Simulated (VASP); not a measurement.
# BeTe (F-43m) in VASP: relaxation of cell and atoms with PBEsol

Aim: the relaxation of cell and atoms of BeTe with PBEsol.

Everything below comes from runs of VASP 6.6.1. Logs are shortened: lines on timing, memory, paths and dates and some standing lists are left out, and cuts for length are marked.

## 1. The cell of the first run

The structure is cubic, space group F-43m (No. 216). The conventional cell has a = 5.490 Å, b = 5.490 Å, c = 5.490 Å, α = 90.00°, β = 90.00°, γ = 90.00°. Be (site symmetry -43m) has 4 Te at 2.38 Å within 3.1 Å. Te (site symmetry -43m) has 4 Be at 2.38 Å within 3.1 Å.

## 2. Relaxation of cell and atoms, PBEsol

INCAR

```
ALGO     = Normal         # electronic algorithm
EDIFF    = 1E-7           # SCF threshold, eV
EDIFFG   = -0.02          # ionic threshold
ENCUT    = 600            # plane-wave cutoff, eV
GGA      = PS             # functional
GGA_COMPAT= False        
IBRION   = 2              # ionic algorithm
ISIF     = 3              # what is computed and relaxed
ISMEAR   = -1             # smearing method
LASPH    = True           # aspherical terms in the spheres
LCHARG   = False          # write CHGCAR
LREAL    = False          # projectors in reciprocal space
LWAVE    = False          # write WAVECAR
NELM     = 120            # most SCF steps
NELMIN   = 4            
NSW      = 80             # ionic steps
PREC     = Accurate       # precision mode
SIGMA    = 0.01           # smearing width, eV
```

KPOINTS

```
k-points
0
Gamma
  7 7 7
```

POSCAR

```
BeTe
1.0
    0.0000000000      2.7450000000      2.7450000000
    2.7450000000      0.0000000000      2.7450000000
    2.7450000000      2.7450000000      0.0000000000
Be Te
1 1
Direct
    0.0000000000      0.0000000000      0.0000000000
    0.2500000000      0.2500000000      0.2500000000
```

Potentials or basis: VASP PAW PBE potentials, release 64 (Be, Te).

Run with:

```console
cat potpaw_PBE.64/Be/POTCAR potpaw_PBE.64/Te/POTCAR > POTCAR
mpirun -np 1 vasp_std > vasp.out
```

OUTCAR:

```text
EDIFF = 1E-7
   EDIFFG = -0.02
   ENCUT = 600
   GGA = PS
   IBRION = 2
   ISIF = 3
   ISMEAR = -1
   LASPH = True
   LREAL = False
   NELM = 120
   NELMIN = 4
   NSW = 80
   PREC = Accurate

 ion  position               nearest neighbor table
   1  0.000  0.000  0.000-   2 2.38   2 2.38   2 2.38   2 2.38
   2  0.250  0.250  0.250-   1 2.38   1 2.38   1 2.38   1 2.38

  LATTYP: Found a face centered cubic cell.
 ALAT       =     5.4900000000

  Lattice vectors:

 A1 = (   0.0000000000,   2.7450000000,   2.7450000000)
 A2 = (   2.7450000000,   0.0000000000,   2.7450000000)
 A3 = (   2.7450000000,   2.7450000000,   0.0000000000)

Analysis of symmetry for initial positions (statically):
=====================================================================
 Subroutine PRICEL returns:
 Original cell was already a primitive cell.

 Routine SETGRP: Setting up the symmetry group for a
 face centered cubic supercell.

 Subroutine GETGRP returns: Found 24 space group operations
 (whereof 24 operations were pure point group operations)
 out of a pool of 48 trial point group operations.

The static configuration has the point symmetry T_d .

Analysis of symmetry for dynamics (positions and initial velocities):
=====================================================================
 Subroutine PRICEL returns:
 Original cell was already a primitive cell.

 Routine SETGRP: Setting up the symmetry group for a
 face centered cubic supercell.

 Subroutine GETGRP returns: Found 24 space group operations
 (whereof 24 operations were pure point group operations)
 out of a pool of 48 trial point group operations.

The dynamic configuration has the point symmetry T_d .

 Subroutine INISYM returns: Found 24 space group operations
 (whereof 24 operations are pure point group operations),
 and found     1 'primitive' translations

----------------------------------------------------------------------------------------

                                     Primitive cell

  volume of cell :      41.3673

  direct lattice vectors                    reciprocal lattice vectors
     0.000000000  2.745000000  2.745000000    -0.182149362  0.182149362  0.182149362
     2.745000000  0.000000000  2.745000000     0.182149362 -0.182149362  0.182149362
     2.745000000  2.745000000  0.000000000     0.182149362  0.182149362 -0.182149362

[... 65 lines left out ...]
   ions per type =               1   1
   NGX,Y,Z   is equivalent  to a cutoff of  13.70, 13.70, 13.70 a.u.
   NGXF,Y,Z  is equivalent  to a cutoff of  27.41, 27.41, 27.41 a.u.
 SYSTEM =  unknown system
   PREC   = accura    normal or accurate (medium, high low for compatibility)
   ISTART =      0    job   : 0-new  1-cont  2-samecut
   ICHARG =      2    charge: 1-file 2-atom 10-const
   ISPIN  =      1    spin polarized calculation?
   LNONCOLLINEAR =      F non collinear calculations
   LSORBIT =      F    spin-orbit coupling
   LASPH  =      T    aspherical Exc in radial PAW
   ENCUT  =  600.0 eV  44.10 Ry    6.64 a.u.   7.75  7.75  7.75*2*pi/ulx,y,z
   NELM   =    120;   NELMIN=  4; NELMDL= -5     # of ELM steps
   EDIFF  = 0.1E-06   stopping-criterion for ELM
   LREAL  =      F    real-space projection
   EDIFFG = -.2E-01   stopping-criterion for IOM
   NSW    =     80    number of steps for IOM
   IBRION =      2    ionic relax: 0-MD 1-quasi-New 2-CG
   NFREE  =      1    steps in history (QN), initial steepest desc. (CG)
   ISIF   =      3    stress and relaxation
   ISYM   =      2    0-nonsym 1-usesym 2-fastsym
   POTIM  = 0.5000    time-step for ionic-motion
   TEBEG  =    0.0;   TEEND  =   0.0 temperature during run
   PSTRESS=    0.0 pullay stress
   NELECT =       8.0000    total number of electrons
   NUPDOWN=      -1.0000    fix difference up-down
   EMIN   =  10.00;   EMAX   =-10.00  energy-range for DOS
   EFERMI =   0.00;   METHOD = LEGACY
   ISMEAR =    -1;   SIGMA  =   0.01  broadening in eV -4-tet -1-fermi 0-gaus
   EFERMI_NEDOS =   21; number of points for ismear=-14 and -15
   IALGO  =     38    algorithm
   IMIX   =      4    mixing-type and parameters
     AMIX     =   0.40;   BMIX     =  1.00
     AMIX_MAG =   1.60;   BMIX_MAG =  1.00
  volume/ion in A,a.u.               =      20.68       139.58
  Fermi-wavevector in a.u.,A,eV,Ry     =   0.946715  1.789031 12.194478  0.896269
  Thomas-Fermi vector in A             =   2.074739
   LORBIT       =      0    0 simple, 1 ext, 2 COOP (PROOUT), +10 PAW based schemes
   GGA     = PS    functional components
   LHFCALC =     F    Hartree Fock is set to
   AEXX    =    0.0000 exact exchange contribution
   IVDW    =     0    specifies the selected vdW correction
   LEPSILON=     F    determine dielectric tensor
   LRPA    =     F    only Hartree local field effects (RPA)
 conjugate gradient relaxation of ions
 non-spin polarized calculation
  energy-cutoff  :      600.00
  volume of cell :       41.37
 maximum number of plane-waves:      1411
   NGX = 15   NGY = 15   NGZ = 15

--------------------------------------- Ionic step        1  -------------------------------------------

 number of electron       8.0000000 magnetization

 Free energy of the ion-electron system (eV)
  ---------------------------------------------------
  ext. energy  EPLUGINS =         0.00000000
  ---------------------------------------------------
  free energy    TOTEN  =        -8.17622477 eV

  energy without entropy =       -8.17622477  energy(sigma->0) =       -8.17622477

------------------------ aborting loop because EDIFF is reached ----------------------------------------

  FORCE on cell =-STRESS in cart. coord.  units (eV):
  Direction    XX          YY          ZZ          XY          YZ          ZX
  --------------------------------------------------------------------------------------
  -------------------------------------------------------------------------------------
  Total        1.1777945      1.1777945      1.1777945      0.0000000     -0.0000000      0.0000000
  in kB       45.6166171     45.6166171     45.6166171      0.0000000     -0.0000000      0.0000000
  external PRESSURE =      45.6166171 kB  Pullay stress =       0.0000000 kB
[... 59 lines left out ...]
--------------------------------------- Ionic step        3  -------------------------------------------

 number of electron       8.0000000 magnetization

 Free energy of the ion-electron system (eV)
  ---------------------------------------------------
  ext. energy  EPLUGINS =         0.00000000
  ---------------------------------------------------
  free energy    TOTEN  =        -8.21440357 eV

  energy without entropy =       -8.21440357  energy(sigma->0) =       -8.21440357

 E-fermi :   5.3833     XC(G=0):  -9.2424

 val. band max:        5.1218548952   @ k =   0.0000   0.0000   0.0000
 cond. band min:       7.0164227376   @ k =   0.4286   0.4286   0.0000
 fundamental gap:      1.8945678424
 Fermi energy:         5.3833243425

 k-point     1 :       0.0000    0.0000    0.0000
  band No.  band energies     occupation
      1      -7.2802      2.00000
      2       5.1219      2.00000
      3       5.1219      2.00000
      4       5.1219      2.00000
      5       8.7118      0.00000
      6       8.7118      0.00000
      7       8.7118      0.00000
      8       8.9296      0.00000
[... 236 lines left out ...]
  FREE ENERGIE OF THE ION-ELECTRON SYSTEM (eV)
  ---------------------------------------------------
  free  energy   TOTEN  =        -8.2144035652 eV

  energy  without entropy=       -8.2144035652  energy(sigma->0) =       -8.21440357

 reached required accuracy - stopping structural energy minimisation
```

CONTCAR:

```text
BeTe
   1.00000000000000
    -0.0000000000000000    2.8061743250344828    2.8061743250344828
     2.8061743250344828    0.0000000000000000    2.8061743250344828
     2.8061743250344828    2.8061743250344828   -0.0000000000000000
  Be              Te
     1     1
Direct
     0.0000000000000000    0.0000000000000000    0.0000000000000000
     0.2500000000000000    0.2500000000000000    0.2500000000000000

  0.00000000E+00  0.00000000E+00  0.00000000E+00
  0.00000000E+00  0.00000000E+00  0.00000000E+00
```

Wall time 18 s (1 thread of Intel Xeon Platinum 8559C (Emerald Rapids), shared host); peak memory 0.18 GiB.

What came out:

- Free energy: -8.2144 eV
- Relaxed volume: 22.10 Å³/atom
- Relaxed cell: a = 3.969 Å, b = 3.969 Å, c = 3.969 Å, α = 60.00°, β = 60.00°, γ = 60.00°
- Space group after relaxing (to 0.1 Å): F-43m (No. 216)
- Energy gained by relaxing: 19.1 meV/atom
- Ionic steps: 3
- Pressure after relaxing: 0.0 GPa
- Band gap on the k mesh: 1.89 eV (least direct gap 3.59 eV)

Step by step:
```
step  energy change (eV)  largest force (eV/Å)  pressure (GPa)  volume (Å³)
   1              0.0000                0.0000            4.56        41.37
   2             -0.0356                0.0000           -1.03        44.99
   3             -0.0382                0.0000            0.01        44.20
```

Final structure:
```xyz
2
Lattice="0.0000 2.8062 2.8062 2.8062 0.0000 2.8062 2.8062 2.8062 0.0000" Properties=species:S:1:pos:R:3 pbc="T T T"
Be    0.0000    0.0000    0.0000
Te    1.4031    1.4031    1.4031
```

Caveat: the PAW data sets were made with another functional, which shifts forces and pressure a little; spin-orbit coupling is left out, which moves the levels of the heavy elements; an odd mesh through Γ misses points on the zone boundary, where band edges can lie.
